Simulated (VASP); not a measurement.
# BaO (Fm-3m) in VASP: single point with PBE

Aim: the single point of BaO with PBE.

All numbers are computed with VASP 6.6.1; they aren't measurements. Logs are shortened: lines on timing, memory, paths and dates and some standing lists are left out, and cuts for length are marked.

## (1) The cell of the first run

The structure is cubic, space group Fm-3m (No. 225). The conventional cell has a = 5.581 Å, b = 5.581 Å, c = 5.581 Å, α = 90.00°, β = 90.00°, γ = 90.00°. Ba (site symmetry m-3m) has 6 O at 2.79 Å within 3.7 Å. Within 3.7 Å of O (site symmetry m-3m) lie 6 Ba at 2.79 Å.

## (2) Single point, PBE

Input file INCAR:

```
SYSTEM = BaO
PREC     = Accurate       ! precision mode
ENCUT    = 1340           ! plane-wave cutoff, eV
EDIFF    = 1E-6           ! SCF threshold, eV
ISMEAR   = 0              ! smearing method
SIGMA    = 0.1            ! smearing width, eV
LREAL    = .FALSE.        ! projectors in reciprocal space
LASPH    = .TRUE.         ! aspherical terms in the spheres
NELM     = 120            ! most SCF steps
ALGO     = Normal         ! electronic algorithm
ISIF     = 2              ! what is computed and relaxed
LWAVE    = .FALSE.        ! write WAVECAR
LCHARG   = .FALSE.        ! write CHGCAR
GGA      = PE             ! functional
NBANDS   = 15             ! bands
GGA_COMPAT= .FALSE.
```

Input file KPOINTS:

```
regular mesh
0
G
  6 6 6
  0 0 0
```

Input file POSCAR:

```
BaO
1.0
    0.0000000000      2.7903920000      2.7903920000
    2.7903920000      0.0000000000      2.7903920000
    2.7903920000      2.7903920000      0.0000000000
Ba O
1 1
Direct
    0.0000000000      0.0000000000      0.0000000000
    0.5000000000      0.5000000000      0.5000000000
```

Potentials or basis: VASP PAW PBE potentials, release 64 (Ba_sv, O_h).

Launch:

```bash
cat potpaw_PBE.64/Ba_sv/POTCAR potpaw_PBE.64/O_h/POTCAR > POTCAR
mpirun -np 1 vasp_std > vasp.out
```

OUTCAR:

```text
SYSTEM = BaO
   PREC = Accurate
   ENCUT = 1340
   EDIFF = 1E-6
   ISMEAR = 0
   LREAL = .FALSE.
   LASPH = .TRUE.
   NELM = 120
   ISIF = 2
   GGA = PE

 ion  position               nearest neighbor table
   1  0.000  0.000  0.000-   2 2.79   2 2.79   2 2.79   2 2.79   2 2.79   2 2.79
   2  0.500  0.500  0.500-   1 2.79   1 2.79   1 2.79   1 2.79   1 2.79   1 2.79

  LATTYP: Found a face centered cubic cell.
 ALAT       =     5.5807840000

  Lattice vectors:

 A1 = (   0.0000000000,   2.7903920000,   2.7903920000)
 A2 = (   2.7903920000,   0.0000000000,   2.7903920000)
 A3 = (   2.7903920000,   2.7903920000,   0.0000000000)

Analysis of symmetry for initial positions (statically):
=====================================================================
 Subroutine PRICEL returns:
 Original cell was already a primitive cell.

 Routine SETGRP: Setting up the symmetry group for a
 face centered cubic supercell.

 Subroutine GETGRP returns: Found 48 space group operations
 (whereof 48 operations were pure point group operations)
 out of a pool of 48 trial point group operations.

The static configuration has the point symmetry O_h .

Analysis of symmetry for dynamics (positions and initial velocities):
=====================================================================
 Subroutine PRICEL returns:
 Original cell was already a primitive cell.

 Routine SETGRP: Setting up the symmetry group for a
 face centered cubic supercell.

 Subroutine GETGRP returns: Found 48 space group operations
 (whereof 48 operations were pure point group operations)
 out of a pool of 48 trial point group operations.

The dynamic configuration has the point symmetry O_h .

 Subroutine INISYM returns: Found 48 space group operations
 (whereof 48 operations are pure point group operations),
 and found     1 'primitive' translations

----------------------------------------------------------------------------------------

                                     Primitive cell

  volume of cell :      43.4536

  direct lattice vectors                    reciprocal lattice vectors
     0.000000000  2.790392000  2.790392000    -0.179186294  0.179186294  0.179186294
     2.790392000  0.000000000  2.790392000     0.179186294 -0.179186294  0.179186294
     2.790392000  2.790392000  0.000000000     0.179186294  0.179186294 -0.179186294

  length of vectors
     3.946210211  3.946210211  3.946210211     0.310359764  0.310359764  0.310359764

  position of ions in fractional coordinates (direct lattice)
     0.000000000  0.000000000  0.000000000
     0.500000000  0.500000000  0.500000000
[... 79 lines left out ...]
   NELECT =      16.0000    total number of electrons
   NUPDOWN=      -1.0000    fix difference up-down
   EMIN   =  10.00;   EMAX   =-10.00  energy-range for DOS
   EFERMI =   0.00;   METHOD = LEGACY
   ISMEAR =     0;   SIGMA  =   0.10  broadening in eV -4-tet -1-fermi 0-gaus
   EFERMI_NEDOS =   21; number of points for ismear=-14 and -15
   IALGO  =     38    algorithm
   IMIX   =      4    mixing-type and parameters
     AMIX     =   0.40;   BMIX     =  1.00
     AMIX_MAG =   1.60;   BMIX_MAG =  1.00
  volume/ion in A,a.u.               =      21.73       146.62
  Fermi-wavevector in a.u.,A,eV,Ry     =   1.173383  2.217371 18.732862  1.376827
  Thomas-Fermi vector in A             =   2.309796
   LORBIT       =      0    0 simple, 1 ext, 2 COOP (PROOUT), +10 PAW based schemes
   GGA     = PE    functional components
   LHFCALC =     F    Hartree Fock is set to
   AEXX    =    0.0000 exact exchange contribution
   IVDW    =     0    specifies the selected vdW correction
   LEPSILON=     F    determine dielectric tensor
   LRPA    =     F    only Hartree local field effects (RPA)
 non-spin polarized calculation
 Gauss-broadening in eV      SIGMA  =   0.10
  energy-cutoff  :     1340.00
  volume of cell :       43.45
 maximum number of plane-waves:      4909
   NGX = 23   NGY = 23   NGZ = 23

 number of electron      15.9999999 magnetization

 Free energy of the ion-electron system (eV)
  ---------------------------------------------------
  ext. energy  EPLUGINS =         0.00000000
  ---------------------------------------------------
  free energy    TOTEN  =       -11.81333841 eV

  energy without entropy =      -11.81333841  energy(sigma->0) =      -11.81333841

 E-fermi :   2.3401     XC(G=0):  -9.5173

 val. band max:        1.8977349368   @ k =   0.5000   0.5000   0.0000
 cond. band min:       3.9480062125   @ k =   0.5000   0.5000   0.0000
 fundamental gap:      2.0502712757
 Fermi energy:         2.3401220039

 k-point     1 :       0.0000    0.0000    0.0000
  band No.  band energies     occupation
      1     -24.0137      2.00000
      2     -13.0494      2.00000
      3      -8.5710      2.00000
      4      -8.5710      2.00000
      5      -8.5710      2.00000
      6       1.6133      2.00000
      7       1.6133      2.00000
      8       1.6133      2.00000
      9       5.3532      0.00000
     10       6.5932      0.00000
     11       6.5932      0.00000
     12       6.5932      0.00000
     13       8.8029      0.00000
     14       8.8029      0.00000
[... 257 lines left out ...]
      2     -13.3396      2.00000
      3      -9.7612      2.00000
      4      -9.3435      2.00000
      5      -8.7610      2.00000
      6       0.9156      2.00000
      7       1.6853      2.00000
      8       1.7880      2.00000
      9       5.2101      0.00000
     10       8.0475      0.00000
     11       8.4655      0.00000
     12      11.2862      0.00000
     13      11.5037      0.00000
     14      13.7808      0.00000
     15      14.0482      0.00000

------------------------ aborting loop because EDIFF is reached ----------------------------------------

  FORCE on cell =-STRESS in cart. coord.  units (eV):
  Direction    XX          YY          ZZ          XY          YZ          ZX
  --------------------------------------------------------------------------------------
  -------------------------------------------------------------------------------------
  Total        0.3283551      0.3283551      0.3283551     -0.0000000      0.0000000      0.0000000
  in kB       12.1067802     12.1067802     12.1067802     -0.0000000      0.0000000      0.0000000
  external PRESSURE =      12.1067802 kB  Pullay stress =       0.0000000 kB

 VOLUME and BASIS-vectors are now :
 -----------------------------------------------------------------------------
  energy-cutoff  :     1340.00
  volume of cell :       43.45
      direct lattice vectors                 reciprocal lattice vectors
     0.000000000  2.790392000  2.790392000    -0.179186294  0.179186294  0.179186294
     2.790392000  0.000000000  2.790392000     0.179186294 -0.179186294  0.179186294
     2.790392000  2.790392000  0.000000000     0.179186294  0.179186294 -0.179186294

 POSITION                                       TOTAL-FORCE (eV/Angst)
 -----------------------------------------------------------------------------------
      0.00000      0.00000      0.00000         0.000000     -0.000000     -0.000000
      2.79039      2.79039      2.79039        -0.000000      0.000000      0.000000
 -----------------------------------------------------------------------------------
    total drift:                               -0.000000     -0.000000     -0.000000

  FREE ENERGIE OF THE ION-ELECTRON SYSTEM (eV)
  ---------------------------------------------------
  free  energy   TOTEN  =       -11.8133384055 eV

  energy  without entropy=      -11.8133384055  energy(sigma->0) =      -11.81333841
```

OSZICAR:

```text
N       E                     dE             d eps       ncg     rms          rms(c)
DAV:   1     0.149514717913E+03    0.14951E+03   -0.13276E+04   480   0.208E+03
DAV:   2    -0.368683238431E+00   -0.14988E+03   -0.13033E+03   673   0.281E+02
DAV:   3    -0.141084932028E+02   -0.13740E+02   -0.13493E+02   628   0.855E+01
DAV:   4    -0.144086521407E+02   -0.30016E+00   -0.30008E+00   560   0.130E+01
DAV:   5    -0.144141243113E+02   -0.54722E-02   -0.54718E-02   606   0.169E+00    0.969E+00
DAV:   6    -0.120694481584E+02    0.23447E+01   -0.86931E+00   578   0.212E+01    0.626E+00
DAV:   7    -0.118355799267E+02    0.23387E+00   -0.74383E-01   551   0.715E+00    0.229E+00
DAV:   8    -0.118163176396E+02    0.19262E-01   -0.14773E-01   536   0.422E+00    0.497E-01
DAV:   9    -0.118116859445E+02    0.46317E-02   -0.10508E-02   638   0.994E-01    0.193E-01
DAV:  10    -0.118133031232E+02   -0.16172E-02   -0.33767E-03   494   0.575E-01    0.353E-02
DAV:  11    -0.118133248046E+02   -0.21681E-04   -0.18087E-04   599   0.111E-01    0.220E-02
DAV:  12    -0.118133358587E+02   -0.11054E-04   -0.35262E-05   522   0.687E-02    0.471E-03
DAV:  13    -0.118133378430E+02   -0.19843E-05   -0.45984E-06   614   0.214E-02    0.308E-03
DAV:  14    -0.118133384055E+02   -0.56252E-06   -0.27725E-06   515   0.179E-02
   1 F= -.11813338E+02 E0= -.11813338E+02  d E =-.248147E-11
```

stdout:

```text
POSCAR found type information on POSCAR BaO
 POSCAR found :  2 types and       2 ions
 scaLAPACK will be used
 LDA part: xc-table for (Slater+PW92), standard interpolation
 POSCAR, INCAR and KPOINTS ok, starting setup
 FFT: planning ... GRIDC
 FFT: planning ... GRID_SOFT
 FFT: planning ... GRID
 WAVECAR not read
 entering main loop
```

Run time: 86 s. Hardware: 1 thread of AMD EPYC 7R43 (Zen 3), shared host; peak memory 0.29 GiB.

What came out:

* Free energy: -11.8133 eV
* Pressure: 1.2 GPa
* Band gap on the k mesh: 2.05 eV

Levels at points of the mesh, in eV from the valence-band top:
```tsv
k point	band 5	band 6	band 7	band 8	band 9	band 10	band 11	band 12
(0.00, 0.00, 0.00)	-10.47	-0.28	-0.28	-0.28	3.46	4.70	4.70	4.70
(0.50, 0.00, 0.00)	-10.58	-1.91	-1.38	-1.38	4.90	7.09	7.09	8.06
(0.50, 0.50, 0.00)	-11.01	-0.12	-0.12	0.00	2.05	5.89	8.79	9.26
```

Caveat: spin-orbit coupling is left out, which moves the levels of the heavy elements. A k mesh can miss the band edges.
